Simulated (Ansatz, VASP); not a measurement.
Ga in VASP and in Ansatz

```
Ga
1.0
     3.08576    0.00000    0.00000
    -1.54288    2.67234    0.00000
     0.00000    0.00000    9.95217
Ga
4
Direct
  0.00000 0.00000 0.00000
  0.00000 0.00000 0.50000
  0.33333 0.66667 0.75000
  0.66667 0.33333 0.25000
```

Alike in both runs: task relaxation of cell and atoms; functional PBEsol; k mesh 6 × 6 × 2; occupations gaussian, width 0.1 eV; no spin polarisation.

|  | VASP | Ansatz |
| --- | --- | --- |
| version | VASP 6.6.1 | Ansatz 0.2.0 |
| potentials or method | VASP PAW PBE potentials, release 64 (Ga_d), cutoff 600 eV | scalar-relativistic, plane waves, PAW |
| valence electrons in the cell | 52 | 52 |

```tsv
	VASP	Ansatz	Ansatz less VASP
gap on the k mesh at the Fermi level, each at its own relaxed structure (eV)	none	none	-
relaxed volume (Å³/atom)	17.59	17.62	+0.023
relaxed cell length with the largest relative difference (Å)	2.898	2.901	+0.0030
```

VASP's potentials were made for PBE, not for PBEsol. A gap of «none» marks a metal or a gap that the smearing closes.

The k mesh is coarse, so the values compare programs but aren't converged.
